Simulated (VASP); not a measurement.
Here is a VASP 6.6.1 calculation.

The input INCAR:

```
SYSTEM = SiW
PREC     = Accurate       ! precision mode
ENCUT    = 520            ! plane-wave cutoff, eV
EDIFF    = 1E-6           ! SCF threshold, eV
ISMEAR   = 0              ! smearing method
SIGMA    = 0.1            ! smearing width, eV
LREAL    = .FALSE.        ! projectors in reciprocal space
LASPH    = .TRUE.         ! aspherical terms in the spheres
NELM     = 60             ! most SCF steps
ALGO     = Normal         ! electronic algorithm
ISIF     = 2              ! what is computed and relaxed
LWAVE    = .FALSE.        ! write WAVECAR
LCHARG   = .FALSE.        ! write CHGCAR
GGA      = PE             ! functional
NBANDS   = 16             ! bands
```

The input KPOINTS:

```
regular mesh
0
G
  6 6 6
  0 0 0
```

The input POSCAR:

```
SiW
1.0
    0.0000000000      2.7905894892      2.7905894892
    2.7905894892      0.0000000000      2.7905894892
    2.7905894892      2.7905894892      0.0000000000
W Si
1 1
Direct
    0.0000000000      0.0000000000      0.0000000000
    0.2500000000      0.2500000000      0.2500000000
```

Potentials or basis: VASP PAW PBE potentials, release 64 (W_sv, Si).

The run is started by

```sh
$ cat potpaw_PBE.64/W_sv/POTCAR potpaw_PBE.64/Si/POTCAR > POTCAR
$ mpirun -np 1 vasp_std > vasp.out
```

(1) Estimate the band gap on the k mesh.

(2) Estimate the pressure.

## Answers

(1) zero (band 9 reaches 6.07 eV, above the bottom of band 10 at 5.49 eV).

(2) 0.0 GPa.

Caveat: spin-orbit coupling is left out, which moves the levels of the heavy elements.
